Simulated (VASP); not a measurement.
Crystal: Pt.

```
Pt
1.0
     0.00000    1.96000    1.96000
     1.96000    0.00000    1.96000
     1.96000    1.96000    0.00000
Pt
1
Direct
  0.00000 0.00000 0.00000
```

- Program: VASP 6.6.1
- Task: relaxation of cell and atoms
- Functional: PBE
- Potentials or basis: VASP PAW PBE potentials, release 64 (Pt)
- Cutoff: 500 eV
- k mesh: 11 × 11 × 11
- Occupations: gaussian, width 0.1 eV
- Spin: no spin polarisation

At the start: pressure 9.6 GPa; volume 15.06 Å³/atom.

Q: How do energy, volume and symmetry change on relaxing?

A: Over 4 steps the energy falls by 15.5 meV/atom and the volume is 15.60 Å³/atom (+3.6 %); space group Fm-3m (No. 225, to 0.1 Å) before and after.

The path:
| step | energy change (eV) | largest force (eV/Å) | pressure (GPa) | volume (Å³) |
| --- | --- | --- | --- | --- |
| 1 | 0.0000 | 0.0000 | 9.64 | 15.06 |
| 2 | 0.0798 | 0.0000 | -18.05 | 17.12 |
| 3 | -0.0154 | 0.0000 | -0.32 | 15.61 |
| 4 | -0.0155 | 0.0000 | -0.02 | 15.60 |

Final structure:
```yaml
crystal:
  lattice:
    - [0.00000, 1.98302, 1.98302]
    - [1.98302, 0.00000, 1.98302]
    - [1.98302, 1.98302, 0.00000]
  atoms:
    - { symbol: Pt, position: [0.00000, 0.00000, 0.00000] }
```
